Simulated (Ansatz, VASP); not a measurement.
# One calculation of GaN, two programs

```
Ga N
1.0
     0.00000    2.24894    2.24894
     2.24894    0.00000    2.24894
     2.24894    2.24894    0.00000
Ga N
1 1
Cartesian
  0.0000 0.0000 0.0000
  3.3590 3.3878 3.3878
```

Change from the starting cell: all N atoms moved -0.025 Å, as atom 2 towards its neighbour atom 1 (Ga) at 1.948 Å.

Alike in both runs: task single point; functional r2SCAN; k mesh 10 × 10 × 10; occupations gaussian, width 0.05 eV; no spin polarisation.

```csv
,VASP,Ansatz
version,VASP 6.6.1,Ansatz 0.2.0
potentials or method,"VASP PAW PBE potentials, release 64 (Ga_d, N), cutoff 520 eV","scalar-relativistic, plane waves, PAW"
valence electrons in the cell,18,18
```

|  | VASP | Ansatz | Ansatz less VASP |
| --- | --- | --- | --- |
| gap on the k mesh at the Fermi level (eV) | 2.11 | 2.11 | +0.008 |
| least direct gap on the mesh (eV) | 2.11 | 2.11 | +0.008 |
| pressure (GPa) | 1.1 | 0.1 | -1.07 |
| traceless stress, the component that is largest in VASP (GPa) | 0.86 | 0.80 | -0.058 |
| rms of the force components (eV/Å) | 0.179 | 0.173 | -0.0054 |

VASP's potentials were made for PBE, not for r2SCAN. Atom by atom the forces differ by 0.005 eV/Å (rms over components).
